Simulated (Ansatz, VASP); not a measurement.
# ZnF: VASP beside Ansatz

INCAR

```
  ALGO = Normal
  EDIFF = 1E-6
  ENCUT = 600
  GGA = PE
  GGA_COMPAT = F
  ISIF = 2
  ISMEAR = 0
  ISPIN = 2
  LASPH = T
  LCHARG = F
  LORBIT = 11
  LREAL = F
  LWAVE = F
  MAGMOM = 0 1
  NBANDS = 20
  NELM = 200
  PREC = Accurate
  SIGMA = 0.1
```

File KPOINTS:

```
k-points
0
Gamma
  6 6 6
```

File POSCAR:

```
ZnF
1.0
    0.0000000000      2.3228839946      2.3228839946
    2.3228839946      0.0000000000      2.3228839946
    2.3228839946      2.3228839946      0.0000000000
Zn F
1 1
Direct
    0.0000000000      0.0000000000      0.0000000000
    0.5000000000      0.5000000000      0.5000000000
```

Input for Ansatz:

```yaml
crystal:
  lattice:
    - [0.0, 2.3228839946, 2.3228839946]
    - [2.3228839946, 0.0, 2.3228839946]
    - [2.3228839946, 2.3228839946, 0.0]
  atoms:
    - { symbol: Zn, position: [0.0, 0.0, 0.0] }
    - { symbol: F, position: [0.5, 0.5, 0.5], spin: 1.0 }
basis:
  ecutwfc: 420
kpoints:
  mp_grid: { grid: [6, 6, 6] }
hamiltonian:
  xc: pbe
scf:
  occupations: { method: gaussian, width: 0.1 }
  lower_state_search: "off"
output:
  forces: true
  stress: true
  eigenvalues: true
  populations: true
magnetization:
  spin_polarized: true
```

Alike in both runs: task single point; functional PBE; k mesh 6 × 6 × 6; occupations gaussian, width 0.1 eV; collinear spin.

```csv
,VASP,Ansatz
version,VASP 6.6.1,Ansatz 0.2.0
potentials or method,"VASP PAW PBE potentials, release 64 (Zn, F), cutoff 600 eV","scalar-relativistic, plane waves, PAW"
valence electrons in the cell,19,19
```

|  | VASP | Ansatz | Ansatz less VASP |
| --- | --- | --- | --- |
| gap on the k mesh at the Fermi level (eV) | none | none | - |
| pressure (GPa) | 11.5 | 11.6 | +0.17 |
| net moment per atom (μB) | 0.13 | 0.13 | -0.001 |
| size of the moment on the site where the two differ most (μB) | 0.11 | 0.07 | -0.039 |

Site moments also hang on the region over which each program counts them. A gap of «none» marks a metal or a gap that the smearing closes.

The k mesh is coarse, so the values compare programs but aren't converged.
